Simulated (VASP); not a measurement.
# MgI2 in VASP: notebook

The runs below take MgI2 through single point, with PBE+D3(BJ).

Program: VASP 6.6.1. These are calculated values, not measurements. Logs are shortened: lines on timing, memory, paths and dates and some standing lists are left out, and cuts for length are marked.

### 1 The cell of the first run

The cell holds a slab with vacuum, 6 atoms: a = 4.131 Å, b = 4.131 Å, c = 24.227 Å, α = 90.00°, β = 90.00°, γ = 120.00°.

### 2 Single point, PBE+D3(BJ) (layers slid over each other)

File INCAR:

```
ALGO = Normal
DIPOL = 0.5 0.5 0.404
EDIFF = 1E-6
ENCUT = 520
GGA = PE
IDIPOL = 3
ISIF = 2
ISMEAR = 0
IVDW = 12
LASPH = True
LCHARG = False
LDIPOL = True
LREAL = False
LWAVE = False
NBANDS = 25
NELM = 100
PREC = Accurate
SIGMA = 0.05
```

File KPOINTS:

```
k-points
0
Gamma
  9 9 1
```

File POSCAR:

```
MgI2
1.0
    4.1311066128      0.0000000000      0.0000000000
   -2.0655533064      3.5776432724      0.0000000000
    0.0000000000      0.0000000000     24.2265084657
I Mg
4 2
Direct
    0.3333333333      0.6666666667      0.1857469477
    0.6666666667      0.3333333333      0.3245723272
    1.3333333333      0.5555555556      0.4826636182
    1.6666666667      0.2222222222      0.6214889978
    0.0000000000      0.0000000000      0.2551596374
    1.0000000000     -0.1111111111      0.5520763080
```

Potentials or basis: VASP PAW PBE potentials, release 64 (I, Mg).

Started as:

```sh
cat potpaw_PBE.64/I/POTCAR potpaw_PBE.64/Mg/POTCAR > POTCAR
mpirun -np 1 vasp_std > vasp.out
```

OUTCAR:

```text
EDIFF = 1E-6
   ENCUT = 520
   GGA = PE
   ISIF = 2
   ISMEAR = 0
   IVDW = 12
   LASPH = True
   LREAL = False
   NELM = 100
   PREC = Accurate
 IVDW          = 12

 ion  position               nearest neighbor table
   1  0.333  0.667  0.186-   5 2.92   5 2.92   5 2.92
   2  0.667  0.333  0.325-   5 2.92   5 2.92   5 2.92
   3  0.333  0.556  0.483-   6 2.92   6 2.92   6 2.92
   4  0.667  0.222  0.621-   6 2.92   6 2.92   6 2.92
   5  0.000  0.000  0.255-   1 2.92   1 2.92   1 2.92   2 2.92   2 2.92   2 2.92
   6  0.000  0.889  0.552-   3 2.92   4 2.92   3 2.92   4 2.92   3 2.92   4 2.92

  LATTYP: Found a hexagonal cell.
 ALAT       =     4.1311066128
 C/A-ratio  =     5.8644113397

  Lattice vectors:

 A1 = (   4.1311066128,   0.0000000000,   0.0000000000)
 A2 = (  -2.0655533064,   3.5776432724,   0.0000000000)
 A3 = (   0.0000000000,   0.0000000000,  24.2265084657)

Analysis of symmetry for initial positions (statically):
=====================================================================
 Subroutine PRICEL returns:
 Original cell was already a primitive cell.

 Routine SETGRP: Setting up the symmetry group for a
 hexagonal supercell.

 Subroutine GETGRP returns: Found  2 space group operations
 (whereof  1 operations were pure point group operations)
 out of a pool of 24 trial point group operations.

The static configuration has the point symmetry C_1 .
 The point group associated with its full space group is S_2 .

Analysis of symmetry for dynamics (positions and initial velocities):
=====================================================================
 Subroutine PRICEL returns:
 Original cell was already a primitive cell.

 Routine SETGRP: Setting up the symmetry group for a
 hexagonal supercell.

 Subroutine GETGRP returns: Found  2 space group operations
 (whereof  1 operations were pure point group operations)
 out of a pool of 24 trial point group operations.

The dynamic configuration has the point symmetry C_1 .
 The point group associated with its full space group is S_2 .

 Subroutine INISYM returns: Found  2 space group operations
 (whereof  1 operations are pure point group operations),
 and found     1 'primitive' translations

----------------------------------------------------------------------------------------

                                     Primitive cell

  volume of cell :     358.0587

  direct lattice vectors                    reciprocal lattice vectors
     4.131106613  0.000000000  0.000000000     0.242065890  0.139756807  0.000000000
    -2.065553306  3.577643272  0.000000000     0.000000000  0.279513614  0.000000000
     0.000000000  0.000000000 24.226508466     0.000000000  0.000000000  0.041277099

  length of vectors
     4.131106613  4.131106613 24.226508466     0.279513614  0.279513614  0.041277099

  position of ions in fractional coordinates (direct lattice)
     0.333333333  0.666666667  0.185746948
     0.666666667  0.333333333  0.324572327
     0.333333333  0.555555556  0.482663618
     0.666666667  0.222222222  0.621488998
     0.000000000  0.000000000  0.255159637
     1.000000000  0.888888889  0.552076308

  ion indices of the primitive-cell ions
   primitive index   ion index
                 1           1
                 2           2
                 3           3
                 4           4
                 5           5
                 6           6

----------------------------------------------------------------------------------------

 KPOINTS: k-points

Automatic generation of k-mesh.
 Grid dimensions read from file:
 generate k-points for:    9    9    1

 Generating k-lattice:

  Cartesian coordinates                     Fractional coordinates (reciprocal lattice)
     0.026896210  0.015528534  0.000000000     0.111111111 -0.000000000  0.000000000
     0.000000000  0.031057068  0.000000000     0.000000000  0.111111111  0.000000000
     0.000000000  0.000000000  0.041277099     0.000000000  0.000000000  1.000000000

  Length of vectors
     0.031057068  0.031057068  0.041277099

  Shift w.r.t. Gamma in fractional coordinates (k-lattice)
     0.000000000  0.000000000  0.000000000

 Subroutine IBZKPT returns following result:
 ===========================================

 Found     41 irreducible k-points:

 Following reciprocal coordinates:
            Coordinates               Weight
  0.000000  0.000000  0.000000      1.000000
  0.111111  0.000000  0.000000      2.000000
  0.000000  0.111111  0.000000      2.000000
 -0.111111  0.111111  0.000000      2.000000
  0.222222  0.000000  0.000000      2.000000
  0.000000  0.222222  0.000000      2.000000
[... 16 lines left out ...]
  0.333333  0.111111  0.000000      2.000000
 -0.111111  0.444444  0.000000      2.000000
 [... further k-points ...]
   k-points           NKPTS =     41   k-points in BZ     NKDIM =     41   number of bands    NBANDS=     25
   number of dos      NEDOS =    301   number of ions     NIONS =      6
   total plane-waves  NPLWV = 184320
   dimension x,y,z NGX =    32 NGY =   32 NGZ =  180
   dimension x,y,z NGXF=    64 NGYF=   64 NGZF=  360
   ions per type =               4   2
   NGX,Y,Z   is equivalent  to a cutoff of  12.88, 12.88, 12.35 a.u.
   NGXF,Y,Z  is equivalent  to a cutoff of  25.76, 25.76, 24.70 a.u.
 SYSTEM =  unknown system
   PREC   = accura    normal or accurate (medium, high low for compatibility)
   ISTART =      0    job   : 0-new  1-cont  2-samecut
   ICHARG =      2    charge: 1-file 2-atom 10-const
   ISPIN  =      1    spin polarized calculation?
   LNONCOLLINEAR =      F non collinear calculations
   LSORBIT =      F    spin-orbit coupling
   LASPH  =      T    aspherical Exc in radial PAW
   ENCUT  =  520.0 eV  38.22 Ry    6.18 a.u.   7.68  7.68 45.05*2*pi/ulx,y,z
   NELM   =    100;   NELMIN=  2; NELMDL= -5     # of ELM steps
   EDIFF  = 0.1E-05   stopping-criterion for ELM
   LREAL  =      F    real-space projection
   EDIFFG = 0.1E-04   stopping-criterion for IOM
   NSW    =      0    number of steps for IOM
   IBRION =     -1    ionic relax: 0-MD 1-quasi-New 2-CG
   NFREE  =      0    steps in history (QN), initial steepest desc. (CG)
   ISIF   =      2    stress and relaxation
   ISYM   =      2    0-nonsym 1-usesym 2-fastsym
   POTIM  = 0.5000    time-step for ionic-motion
   TEBEG  =    0.0;   TEEND  =   0.0 temperature during run
   PSTRESS=    0.0 pullay stress
   NELECT =      32.0000    total number of electrons
   NUPDOWN=      -1.0000    fix difference up-down
   EMIN   =  10.00;   EMAX   =-10.00  energy-range for DOS
   EFERMI =   0.00;   METHOD = LEGACY
   ISMEAR =     0;   SIGMA  =   0.05  broadening in eV -4-tet -1-fermi 0-gaus
   EFERMI_NEDOS =   21; number of points for ismear=-14 and -15
   IALGO  =     38    algorithm
   IMIX   =      4    mixing-type and parameters
     AMIX     =   0.40;   BMIX     =  1.00
     AMIX_MAG =   1.60;   BMIX_MAG =  1.00
  volume/ion in A,a.u.               =      59.68       402.72
  Fermi-wavevector in a.u.,A,eV,Ry     =   0.731936  1.383159  7.289063  0.535731
  Thomas-Fermi vector in A             =   1.824276
   LORBIT       =      0    0 simple, 1 ext, 2 COOP (PROOUT), +10 PAW based schemes
   GGA     = PE    functional components
   LHFCALC =     F    Hartree Fock is set to
   AEXX    =    0.0000 exact exchange contribution
   IVDW    =    12    specifies the selected vdW correction
   LEPSILON=     F    determine dielectric tensor
   LRPA    =     F    only Hartree local field effects (RPA)
 non-spin polarized calculation
 Gauss-broadening in eV      SIGMA  =   0.05
  energy-cutoff  :      520.00
  volume of cell :      358.06
 maximum number of plane-waves:      9709
   NGX = 15   NGY = 15   NGZ = 91

 number of electron      32.0000002 magnetization

 dipolmoment           0.000000      0.000000     -0.000002 electrons x Angstroem

 Free energy of the ion-electron system (eV)
  ---------------------------------------------------
  ext. energy  EPLUGINS =         0.00000000
  ---------------------------------------------------
  free energy    TOTEN  =       -15.43449414 eV

  energy without entropy =      -15.43449414  energy(sigma->0) =      -15.43449414

 E-fermi :  -1.1801     XC(G=0):  -5.0944

 val. band max:       -1.4087820395   @ k =   0.0000   0.0000   0.0000
 cond. band min:       2.1839821508   @ k =  -0.4444   0.4444   0.0000
 fundamental gap:      3.5927641903
 Fermi energy:        -1.1800709029

 k-point     1 :       0.0000    0.0000    0.0000
  band No.  band energies     occupation
      1     -13.3846      2.00000
      2     -13.3374      2.00000
      3     -12.8650      2.00000
      4     -12.8058      2.00000
      5      -4.6800      2.00000
      6      -4.3683      2.00000
[... 17 lines left out ...]
     24       5.2963      0.00000
     25       5.3409      0.00000

 k-point     2 :       0.1111    0.0000    0.0000
  band No.  band energies     occupation
      1     -13.3204      2.00000
      2     -13.2746      2.00000
      3     -12.8234      2.00000
      4     -12.7669      2.00000
      5      -4.6069      2.00000
      6      -4.3248      2.00000
[... 17 lines left out ...]
     24       5.2700      0.00000
     25       5.5157      0.00000

 k-point     3 :       0.0000    0.1111    0.0000
  band No.  band energies     occupation
      1     -13.3206      2.00000
      2     -13.2744      2.00000
      3     -12.8236      2.00000
      4     -12.7666      2.00000
      5      -4.6091      2.00000
      6      -4.3223      2.00000
[... 552 lines left out ...]
 k-point    23 :       0.3333    0.1111    0.0000
  band No.  band energies     occupation
      1     -12.7789      2.00000
      2     -12.7501      2.00000
      3     -12.5500      2.00000
      4     -12.5216      2.00000
      5      -4.7520      2.00000
      6      -4.6951      2.00000
[... 17 lines left out ...]
     24       5.3062      0.00000
     25       5.7454      0.00000

 k-point    24 :      -0.1111    0.4444    0.0000
  band No.  band energies     occupation
      1     -12.7818      2.00000
      2     -12.7480      2.00000
      3     -12.5524      2.00000
      4     -12.5186      2.00000
      5      -4.7476      2.00000
      6      -4.7009      2.00000
[... 17 lines left out ...]
     24       5.3590      0.00000
     25       5.7849      0.00000

 [... further k-points ...]

------------------------ aborting loop because EDIFF is reached ----------------------------------------

 vacuum level on the upper side and lower side of the slab       (xc-potential included)        -0.140        -0.141

 Edisp (eV)   -1.59835

 E8    (eV) :    -0.7344

  FORCE on cell =-STRESS in cart. coord.  units (eV):
  Direction    XX          YY          ZZ          XY          YZ          ZX
  --------------------------------------------------------------------------------------
  -------------------------------------------------------------------------------------
  Total      -0.19048    -0.22247    -0.39041    -0.00393     0.03033    -0.04133
  in kB      -0.85231    -0.99545    -1.74696    -0.01760     0.13572    -0.18492
  external pressure =       -1.20 kB  Pullay stress =        0.00 kB

 VOLUME and BASIS-vectors are now :
 -----------------------------------------------------------------------------
  energy-cutoff  :      520.00
  volume of cell :      358.06
      direct lattice vectors                 reciprocal lattice vectors
     4.131106613  0.000000000  0.000000000     0.242065890  0.139756807  0.000000000
    -2.065553306  3.577643272  0.000000000     0.000000000  0.279513614  0.000000000
     0.000000000  0.000000000 24.226508466     0.000000000  0.000000000  0.041277099

 POSITION                                       TOTAL-FORCE (eV/Angst)
 -----------------------------------------------------------------------------------
     -0.00000      2.38510      4.50000         0.000261      0.000045      0.015095
      2.06555      1.19255      7.86325         0.012064     -0.010555      0.028892
      0.22951      1.98758     11.69325        -0.012064      0.010555     -0.028892
      2.29506      0.79503     15.05651        -0.000261     -0.000045     -0.015095
      0.00000      0.00000      6.18163        -0.001173      0.001544      0.013112
     -1.83605      3.18013     13.37488         0.001173     -0.001544     -0.013112
 -----------------------------------------------------------------------------------
    total drift:                                0.000000     -0.000000     -0.000049

  FREE ENERGIE OF THE ION-ELECTRON SYSTEM (eV)
  ---------------------------------------------------
  free  energy   TOTEN  =       -17.0328471371 eV

  energy  without entropy=      -17.0328471371  energy(sigma->0) =      -17.03284714

 vacuum level on the upper side and lower side of the slab         4.786         4.786
```

It took 4.5 min on 1 thread of Intel Xeon 6975P-C (Granite Rapids), shared host; peak memory 0.63 GiB.

Results:

```
Free energy                : -17.0328 eV
Largest force              : 0.033 eV/Å
Band gap on the k mesh     : 3.59 eV (least direct gap 3.92 eV)
Dispersion energy per atom : -0.266 eV
```

Forces on the atoms (eV/Å):
```
I    0.000  0.000  0.015
I    0.012 -0.011  0.029
I   -0.012  0.011 -0.029
I    0.000  0.000 -0.015
Mg  -0.001  0.002  0.013
Mg   0.001 -0.002 -0.013
```

Caveat: the cell differs from its parent crystal (layers slid over each other); spin-orbit coupling is left out, which moves the levels of the heavy elements.

### 3 Single point, PBE+D3(BJ) (layers slid over each other)

File INCAR:

```
SYSTEM = MgI2
ALGO = Normal
DIPOL = 0.5 0.5 0.404
EDIFF = 1E-6
ENCUT = 520
GGA = PE
IDIPOL = 3
ISIF = 2
ISMEAR = 0
IVDW = 12
LASPH = .True.
LCHARG = .False.
LDIPOL = .True.
LREAL = .False.
LWAVE = .False.
NBANDS = 25
NELM = 100
PREC = Accurate
SIGMA = 0.05
```

File KPOINTS:

```
k-points
0
Gamma
  9 9 1
  0 0 0
```

File POSCAR:

```
MgI2
1.0
    4.1311066128      0.0000000000      0.0000000000
   -2.0655533064      3.5776432724      0.0000000000
    0.0000000000      0.0000000000     24.2265084657
I Mg
4 2
Direct
    0.3333333333      0.6666666667      0.1857469477
    0.6666666667      0.3333333333      0.3245723272
    0.8888888889      1.2222222222      0.4826636182
    1.2222222222      0.8888888889      0.6214889978
    0.0000000000      0.0000000000      0.2551596374
    0.5555555556      0.5555555556      0.5520763080
```

Potentials or basis: VASP PAW PBE potentials, release 64 (I, Mg).

Started as:

```sh
cat potpaw_PBE.64/I/POTCAR potpaw_PBE.64/Mg/POTCAR > POTCAR
mpirun -np 1 vasp_std > vasp.out
```

OUTCAR:

```text
SYSTEM = MgI2
   EDIFF = 1E-6
   ENCUT = 520
   GGA = PE
   ISIF = 2
   ISMEAR = 0
   IVDW = 12
   LASPH = .True.
   LREAL = .False.
   NELM = 100
   PREC = Accurate
 IVDW          = 12

 ion  position               nearest neighbor table
   1  0.333  0.667  0.186-   5 2.92   5 2.92   5 2.92
   2  0.667  0.333  0.325-   5 2.92   5 2.92   5 2.92
   3  0.889  0.222  0.483-   6 2.92   6 2.92   6 2.92
   4  0.222  0.889  0.621-   6 2.92   6 2.92   6 2.92
   5  0.000  0.000  0.255-   1 2.92   1 2.92   1 2.92   2 2.92   2 2.92   2 2.92
   6  0.556  0.556  0.552-   3 2.92   4 2.92   4 2.92   3 2.92   3 2.92   4 2.92

  LATTYP: Found a hexagonal cell.
[... 888 lines left out ...]
  Total      -0.18215    -0.24929    -0.05204    -0.04039    -0.06677     0.17538
  in kB      -0.81507    -1.11548    -0.23286    -0.18074    -0.29879     0.78475
  external pressure =       -0.72 kB  Pullay stress =        0.00 kB

 VOLUME and BASIS-vectors are now :
 -----------------------------------------------------------------------------
  energy-cutoff  :      520.00
  volume of cell :      358.06
      direct lattice vectors                 reciprocal lattice vectors
     4.131106613  0.000000000  0.000000000     0.242065890  0.139756807  0.000000000
    -2.065553306  3.577643272  0.000000000     0.000000000  0.279513614  0.000000000
     0.000000000  0.000000000 24.226508466     0.000000000  0.000000000  0.041277099

 POSITION                                       TOTAL-FORCE (eV/Angst)
 -----------------------------------------------------------------------------------
     -0.00000      2.38510      4.50000        -0.002073      0.001131      0.014917
      2.06555      1.19255      7.86325        -0.043784      0.014327     -0.040493
      3.21308      0.79503     11.69325         0.043784     -0.014327      0.040493
     -0.91802      3.18013     15.05651         0.002073     -0.001131     -0.014917
      0.00000      0.00000      6.18163         0.002087     -0.000038      0.003912
      1.14753      1.98758     13.37488        -0.002087      0.000038     -0.003912
 -----------------------------------------------------------------------------------
    total drift:                                0.000001     -0.000000     -0.000064

  FREE ENERGIE OF THE ION-ELECTRON SYSTEM (eV)
  ---------------------------------------------------
  free  energy   TOTEN  =       -17.0068195671 eV

  energy  without entropy=      -17.0068195671  energy(sigma->0) =      -17.00681957

 vacuum level on the upper side and lower side of the slab         4.793         4.793
```

Run time: 4.7 min. Hardware: 1 thread of Intel Xeon 6975P-C (Granite Rapids), shared host; peak memory 0.65 GiB.

Results:

```
Free energy                : -17.0068 eV
Largest force              : 0.061 eV/Å
Band gap on the k mesh     : 3.54 eV (least direct gap 3.93 eV)
Dispersion energy per atom : -0.266 eV
```

Forces on the atoms (eV/Å):
```
I   -0.002  0.001  0.015
I   -0.044  0.014 -0.040
I    0.044 -0.014  0.040
I    0.002 -0.001 -0.015
Mg   0.002  0.000  0.004
Mg  -0.002  0.000 -0.004
```

Levels at points of the mesh, in eV from the valence-band top:
| k point | band 12 | band 13 | band 14 | band 15 | band 16 | band 17 | band 18 | band 19 | band 20 | band 21 |
| --- | --- | --- | --- | --- | --- | --- | --- | --- | --- | --- |
| (0.00, 0.00, 0.00) | -0.27 | -0.03 | -0.02 | -0.01 | 0.00 | 3.93 | 4.37 | 4.91 | 4.95 | 5.89 |

Caveat: the cell differs from its parent crystal (layers slid over each other); spin-orbit coupling is left out, which moves the levels of the heavy elements.

### 4 Single point, PBE+D3(BJ) (layers slid over each other)

File INCAR:

```
ALGO = Normal ; DIPOL = 0.5 0.5 0.404
EDIFF = 1E-6 ; ENCUT = 520
GGA = PE ; IDIPOL = 3
ISIF = 2 ; ISMEAR = 0
IVDW = 12 ; LASPH = True
LCHARG = False ; LDIPOL = True
LREAL = False ; LWAVE = False
NBANDS = 25 ; NELM = 80
PREC = Accurate ; SIGMA = 0.05
```

File KPOINTS:

```
k-points
0
Gamma
  9 9 1
```

File POSCAR:

```
MgI2
1.0
    4.1311066128      0.0000000000      0.0000000000
   -2.0655533064      3.5776432724      0.0000000000
    0.0000000000      0.0000000000     24.2265084657
I Mg
4 2
Direct
    0.3333333333      0.6666666667      0.1857469477
    0.6666666667      0.3333333333      0.3245723272
    1.5555555556      0.5555555556      0.4826636182
    1.8888888889      0.2222222222      0.6214889978
    0.0000000000      0.0000000000      0.2551596374
    1.2222222222     -0.1111111111      0.5520763080
```

Started as:

```sh
cat potpaw_PBE.64/I/POTCAR potpaw_PBE.64/Mg/POTCAR > POTCAR
mpirun -np 1 vasp_std > vasp.out
```

Run time: 4.7 min. Hardware: 1 thread of Intel Xeon 6975P-C (Granite Rapids), shared host; peak memory 0.64 GiB.

The run converged. Its results:

| Quantity | Value |
| --- | --- |
| Free energy | -17.0072 eV |
| Largest force | 0.063 eV/Å |
| Band gap on the k mesh | 3.55 eV (least direct gap 3.93 eV) |
| Dispersion energy per atom | -0.266 eV |

Forces in eV/Å, atoms in the order of the input:
```
I    0.001 -0.001  0.015
I    0.039 -0.031 -0.039
I   -0.039  0.031  0.039
I   -0.001  0.001 -0.015
Mg  -0.003  0.002  0.004
Mg   0.003 -0.002 -0.004
```

Levels at points of the mesh, in eV from the valence-band top:
```tsv
k point	band 14	band 15	band 16	band 17	band 18	band 19
(0.00, 0.00, 0.00)	-0.02	-0.01	0.00	3.93	4.37	4.90
```

Caveat: the cell differs from its parent crystal (layers slid over each other); spin-orbit coupling is left out, which moves the levels of the heavy elements.

### 5 The runs side by side

```tsv
cell	gap on the mesh (eV)	largest force (eV/Å)
as given, atomic positions A	3.59	0.03
as given, atomic positions B	3.54	0.06
as given, atomic positions C	3.55	0.06
```

Alike in all rows: task single point; level PBE+D3(BJ); potentials or basis VASP PAW PBE potentials, release 64 (I, Mg); no spin polarisation; k mesh 9 × 9 × 1; cutoff (eV) 520; smearing gaussian 0.05 eV.

Caveats: spin-orbit coupling is left out, which moves the levels of the heavy elements.

Total energies depend on the potentials used, so only differences within one code and one set of settings carry meaning.
